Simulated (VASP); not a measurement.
# Os (P6_3/mmc) in VASP: single point with PBE

Aim: the single point of Os with PBE.

Everything below comes from runs of VASP 6.6.1. Logs are shortened: lines on timing, memory, paths and dates and some standing lists are left out, and cuts for length are marked.

## Step 1: The cell of the first run

The structure is hexagonal, space group P6_3/mmc (No. 194). The conventional cell has a = 2.740 Å, b = 2.740 Å, c = 4.326 Å, α = 90.00°, β = 90.00°, γ = 120.00°. Within 3.5 Å of Os (site symmetry -6m2) lie 12 Os at 2.68 to 2.74 Å.

## Step 2: Single point, PBE

Contents of INCAR:

```
ALGO = Normal ; EDIFF = 1E-6
ENCUT = 600 ; GGA = PE
GGA_COMPAT = F ; ISIF = 2
ISMEAR = 0 ; LASPH = T
LCHARG = F ; LREAL = F
LWAVE = F ; NBANDS = 15
NELM = 120 ; PREC = Accurate
SIGMA = 0.1
```

Contents of KPOINTS:

```
k-points
0
Gamma
  9 9 4
```

Contents of POSCAR:

```
Os
1.0
    2.7400013676      0.0000000000      0.0000000000
   -1.3700006838      2.3729107908      0.0000000000
    0.0000000000      0.0000000000      4.3264621595
Os
2
Direct
    0.3333333333      0.6666666667      0.7500000000
    0.6666666667      0.3333333333      0.2500000000
```

Potentials or basis: VASP PAW PBE potentials, release 64 (Os).

On the command line:

```console
$ cat potpaw_PBE.64/Os/POTCAR > POTCAR
$ mpirun -np 1 vasp_std > vasp.out
```

OUTCAR:

```text
EDIFF = 1E-6
   ENCUT = 600
   GGA = PE
   ISIF = 2
   ISMEAR = 0
   LASPH = T
   LREAL = F
   NELM = 120
   PREC = Accurate

 ion  position               nearest neighbor table
   1  0.333  0.667  0.750-   2 2.68   2 2.68   2 2.68   2 2.68   2 2.68   2 2.68
   2  0.667  0.333  0.250-   1 2.68   1 2.68   1 2.68   1 2.68   1 2.68   1 2.68

  LATTYP: Found a hexagonal cell.
 ALAT       =     2.7400013676
 C/A-ratio  =     1.5790000000

  Lattice vectors:

 A1 = (   2.7400013676,   0.0000000000,   0.0000000000)
 A2 = (  -1.3700006838,   2.3729107908,   0.0000000000)
 A3 = (   0.0000000000,   0.0000000000,   4.3264621595)

Analysis of symmetry for initial positions (statically):
=====================================================================
 Subroutine PRICEL returns:
 Original cell was already a primitive cell.

 Routine SETGRP: Setting up the symmetry group for a
 hexagonal supercell.

 Subroutine GETGRP returns: Found 24 space group operations
 (whereof 12 operations were pure point group operations)
 out of a pool of 24 trial point group operations.

The static configuration has the point symmetry D_3d.
 The point group associated with its full space group is D_6h.

Analysis of symmetry for dynamics (positions and initial velocities):
=====================================================================
 Subroutine PRICEL returns:
 Original cell was already a primitive cell.

 Routine SETGRP: Setting up the symmetry group for a
 hexagonal supercell.

 Subroutine GETGRP returns: Found 24 space group operations
 (whereof 12 operations were pure point group operations)
 out of a pool of 24 trial point group operations.

The dynamic configuration has the point symmetry D_3d.
 The point group associated with its full space group is D_6h.

 Subroutine INISYM returns: Found 24 space group operations
 (whereof 12 operations are pure point group operations),
 and found     1 'primitive' translations

----------------------------------------------------------------------------------------

                                     Primitive cell

  volume of cell :      28.1297

  direct lattice vectors                    reciprocal lattice vectors
     2.740001368  0.000000000  0.000000000     0.364963321  0.210711672  0.000000000
    -1.370000684  2.372910791  0.000000000     0.000000000  0.421423344  0.000000000
     0.000000000  0.000000000  4.326462160     0.000000000  0.000000000  0.231135732

  length of vectors
     2.740001368  2.740001368  4.326462160     0.421423344  0.421423344  0.231135732

  position of ions in fractional coordinates (direct lattice)
     0.333333333  0.666666667  0.750000000
     0.666666667  0.333333333  0.250000000

  ion indices of the primitive-cell ions
   primitive index   ion index
                 1           1
                 2           2

----------------------------------------------------------------------------------------

 KPOINTS: k-points

Automatic generation of k-mesh.
 Grid dimensions read from file:
 generate k-points for:    9    9    4

 Generating k-lattice:

  Cartesian coordinates                     Fractional coordinates (reciprocal lattice)
     0.040551480  0.023412408  0.000000000     0.111111111 -0.000000000  0.000000000
     0.000000000  0.046824816  0.000000000     0.000000000  0.111111111  0.000000000
     0.000000000  0.000000000  0.057783933     0.000000000  0.000000000  0.250000000

  Length of vectors
     0.046824816  0.046824816  0.057783933

  Shift w.r.t. Gamma in fractional coordinates (k-lattice)
     0.000000000  0.000000000  0.000000000

 Subroutine IBZKPT returns following result:
 ===========================================

 Found     36 irreducible k-points:

 Following reciprocal coordinates:
            Coordinates               Weight
  0.000000  0.000000  0.000000      1.000000
  0.111111  0.000000  0.000000      6.000000
  0.222222  0.000000  0.000000      6.000000
  0.333333 -0.000000  0.000000      6.000000
  0.444444  0.000000  0.000000      6.000000
  0.111111  0.111111  0.000000      6.000000
[... 16 lines left out ...]
  0.333333  0.222222  0.250000     24.000000
  0.333333  0.333333  0.250000      4.000000
 [... further k-points ...]
   k-points           NKPTS =     36   k-points in BZ     NKDIM =     36   number of bands    NBANDS=     15
   number of dos      NEDOS =    301   number of ions     NIONS =      2
   total plane-waves  NPLWV =  20736
   dimension x,y,z NGX =    24 NGY =   24 NGZ =   36
   dimension x,y,z NGXF=    48 NGYF=   48 NGZF=   72
   ions per type =               2
   NGX,Y,Z   is equivalent  to a cutoff of  14.56, 14.56, 13.83 a.u.
   NGXF,Y,Z  is equivalent  to a cutoff of  29.12, 29.12, 27.67 a.u.
 SYSTEM =  unknown system
   PREC   = accura    normal or accurate (medium, high low for compatibility)
   ISTART =      0    job   : 0-new  1-cont  2-samecut
   ICHARG =      2    charge: 1-file 2-atom 10-const
   ISPIN  =      1    spin polarized calculation?
   LNONCOLLINEAR =      F non collinear calculations
   LSORBIT =      F    spin-orbit coupling
   LASPH  =      T    aspherical Exc in radial PAW
   ENCUT  =  600.0 eV  44.10 Ry    6.64 a.u.   5.47  5.47  8.64*2*pi/ulx,y,z
   NELM   =    120;   NELMIN=  2; NELMDL= -5     # of ELM steps
   EDIFF  = 0.1E-05   stopping-criterion for ELM
   LREAL  =      F    real-space projection
   EDIFFG = 0.1E-04   stopping-criterion for IOM
   NSW    =      0    number of steps for IOM
   IBRION =     -1    ionic relax: 0-MD 1-quasi-New 2-CG
   NFREE  =      0    steps in history (QN), initial steepest desc. (CG)
   ISIF   =      2    stress and relaxation
   ISYM   =      2    0-nonsym 1-usesym 2-fastsym
   POTIM  = 0.5000    time-step for ionic-motion
   TEBEG  =    0.0;   TEEND  =   0.0 temperature during run
   PSTRESS=    0.0 pullay stress
   NELECT =      16.0000    total number of electrons
   NUPDOWN=      -1.0000    fix difference up-down
   EMIN   =  10.00;   EMAX   =-10.00  energy-range for DOS
   EFERMI =   0.00;   METHOD = LEGACY
   ISMEAR =     0;   SIGMA  =   0.10  broadening in eV -4-tet -1-fermi 0-gaus
   EFERMI_NEDOS =   21; number of points for ismear=-14 and -15
   IALGO  =     38    algorithm
   IMIX   =      4    mixing-type and parameters
     AMIX     =   0.40;   BMIX     =  1.00
     AMIX_MAG =   1.60;   BMIX_MAG =  1.00
  volume/ion in A,a.u.               =      14.06        94.91
  Fermi-wavevector in a.u.,A,eV,Ry     =   1.356417  2.563256 25.032900  1.839866
  Thomas-Fermi vector in A             =   2.483422
   LORBIT       =      0    0 simple, 1 ext, 2 COOP (PROOUT), +10 PAW based schemes
   GGA     = PE    functional components
   LHFCALC =     F    Hartree Fock is set to
   AEXX    =    0.0000 exact exchange contribution
   IVDW    =     0    specifies the selected vdW correction
   LEPSILON=     F    determine dielectric tensor
   LRPA    =     F    only Hartree local field effects (RPA)
 non-spin polarized calculation
 Gauss-broadening in eV      SIGMA  =   0.10
  energy-cutoff  :      600.00
  volume of cell :       28.13
 maximum number of plane-waves:       965
 NGX is ok and might be reduce to    24
   NGX = 11   NGY = 11   NGZ = 17

 number of electron      16.0000001 magnetization

 Free energy of the ion-electron system (eV)
  ---------------------------------------------------
  ext. energy  EPLUGINS =         0.00000000
  ---------------------------------------------------
  free energy    TOTEN  =       -22.51280312 eV

  energy without entropy =      -22.51051157  energy(sigma->0) =      -22.51165734

 E-fermi :   9.5263     XC(G=0): -14.0297

 val. band max:        9.5252504202   @ k =   0.3333  -0.0000   0.2500
 cond. band min:       9.7346771095   @ k =   0.3333   0.1111   0.2500
 fundamental gap:      0.2094266893
 Fermi energy:         9.5262640187

 k-point     1 :       0.0000    0.0000    0.0000
  band No.  band energies     occupation
      1      -1.5071      2.00000
      2       1.6422      2.00000
      3       6.3436      2.00000
      4       6.3436      2.00000
      5       6.6068      2.00000
      6       7.1784      2.00000
      7       7.1784      2.00000
      8       7.8202      2.00000
      9       7.8202      2.00000
     10       9.4187      1.87170
     11      11.0470      0.00000
     12      11.0470      0.00000
     13      18.3971      0.00000
     14      23.4227      0.00000
     15      26.1465      0.00000

 k-point     2 :       0.1111    0.0000    0.0000
  band No.  band energies     occupation
      1      -1.0186      2.00000
      2       2.0648      2.00000
      3       5.6421      2.00000
      4       6.7771      2.00000
      5       6.8722      2.00000
      6       7.0741      2.00000
      7       7.2467      2.00000
      8       7.4934      2.00000
      9       7.5821      2.00000
     10       8.1700      2.00000
     11      11.2683      0.00000
     12      13.1835      0.00000
     13      18.3416      0.00000
     14      24.3827      0.00000
     15      26.7379      0.00000

 k-point     3 :       0.2222    0.0000    0.0000
  band No.  band energies     occupation
      1       0.2658      2.00000
      2       2.8514      2.00000
      3       5.0261      2.00000
      4       5.2458      2.00000
      5       6.4003      2.00000
      6       6.8300      2.00000
      7       7.5631      2.00000
      8       8.0051      2.00000
      9       8.2896      2.00000
     10       8.7110      2.00000
     11      11.6563      0.00000
     12      16.1296      0.00000
     13      18.0478      0.00000
     14      24.3218      0.00000
     15      26.0794      0.00000

 k-point     4 :       0.3333   -0.0000    0.0000
  band No.  band energies     occupation
      1       1.6674      2.00000
      2       2.7202      2.00000
      3       3.8181      2.00000
      4       5.4344      2.00000
      5       6.2302      2.00000
      6       6.7325      2.00000
      7       7.1156      2.00000
      8       9.7407      0.00242
      9      10.0218      0.00000
     10      10.2810      0.00000
     11      11.9321      0.00000
     12      17.7570      0.00000
     13      18.9427      0.00000
     14      20.3403      0.00000
     15      23.7687      0.00000
[... 307 lines left out ...]
 k-point    22 :       0.2222    0.2222    0.2500
  band No.  band energies     occupation
      1       2.7091      2.00000
      2       3.2339      2.00000
      3       4.2283      2.00000
      4       4.6350      2.00000
      5       6.1025      2.00000
      6       6.2595      2.00000
      7       6.8547      2.00000
      8       9.2337      1.99996
      9      10.3585      0.00000
     10      11.5698      0.00000
     11      12.6695      0.00000
     12      15.8827      0.00000
     13      19.1805      0.00000
     14      21.1677      0.00000
     15      23.7129      0.00000

 k-point    23 :       0.3333    0.2222    0.2500
  band No.  band energies     occupation
      1       2.7551      2.00000
      2       3.7609      2.00000
      3       3.9624      2.00000
      4       4.5854      2.00000
      5       5.7128      2.00000
      6       6.6389      2.00000
      7       7.7170      2.00000
      8       9.7838      0.00027
      9      10.5668      0.00000
     10      11.8335      0.00000
     11      14.4252      0.00000
     12      16.0633      0.00000
     13      18.7685      0.00000
     14      19.3709      0.00000
     15      22.1088      0.00000

 k-point    24 :       0.3333    0.3333    0.2500
  band No.  band energies     occupation
      1       3.4108      2.00000
      2       3.7940      2.00000
      3       3.7940      2.00000
      4       4.8222      2.00000
      5       5.9463      2.00000
      6       5.9463      2.00000
      7       7.8874      2.00000
      8       9.7492      0.00162
      9      10.9856      0.00000
     10      10.9856      0.00000
     11      15.6085      0.00000
     12      15.6085      0.00000
     13      18.2291      0.00000
     14      21.4781      0.00000
     15      21.4781      0.00000

 [... further k-points ...]
[... 5 lines left out ...]
  --------------------------------------------------------------------------------------
  -------------------------------------------------------------------------------------
  Total        1.0860089      1.0860089      1.0718507      0.0000000      0.0000000     -0.0000000
  in kB       61.8555768     61.8555769     61.0491721      0.0000000      0.0000000     -0.0000000
  external PRESSURE =      61.5867753 kB  Pullay stress =       0.0000000 kB

 VOLUME and BASIS-vectors are now :
 -----------------------------------------------------------------------------
  energy-cutoff  :      600.00
  volume of cell :       28.13
      direct lattice vectors                 reciprocal lattice vectors
     2.740001368  0.000000000  0.000000000     0.364963321  0.210711672  0.000000000
    -1.370000684  2.372910791  0.000000000     0.000000000  0.421423344  0.000000000
     0.000000000  0.000000000  4.326462160     0.000000000  0.000000000  0.231135732

 POSITION                                       TOTAL-FORCE (eV/Angst)
 -----------------------------------------------------------------------------------
     -0.00000      1.58194      3.24485        -0.000000      0.000000      0.000000
      1.37000      0.79097      1.08162         0.000000     -0.000000      0.000000
 -----------------------------------------------------------------------------------
    total drift:                               -0.000000      0.000000     -0.000000

  FREE ENERGIE OF THE ION-ELECTRON SYSTEM (eV)
  ---------------------------------------------------
  free  energy   TOTEN  =       -22.5128031166 eV

  energy  without entropy=      -22.5105115698  energy(sigma->0) =      -22.51165734
```

It took 24 s on 1 thread of Intel Xeon 8259CL, shared host; peak memory 0.16 GiB.

What came out:

- Free energy: -22.5128 eV
- Pressure: 6.2 GPa
- Band gap on the k mesh: zero (band 8 reaches 11.38 eV, above the bottom of band 9 at 7.58 eV)

Levels at points of the mesh, in eV from the Fermi level:
| k point | band 4 | band 5 | band 6 | band 7 | band 8 | band 9 | band 10 | band 11 | band 12 | band 13 |
| --- | --- | --- | --- | --- | --- | --- | --- | --- | --- | --- |
| (0.00, 0.00, 0.00) | -3.18 | -2.92 | -2.35 | -2.35 | -1.71 | -1.71 | -0.11 | 1.52 | 1.52 | 8.87 |
| (0.00, 0.00, 0.50) | -3.69 | -3.38 | -3.38 | -3.38 | -3.38 | 0.73 | 0.73 | 0.73 | 0.73 | 13.60 |

Caveat: the k points lie up to 0.36 Å⁻¹ apart; spin-orbit coupling is left out, which moves the levels of the heavy elements.
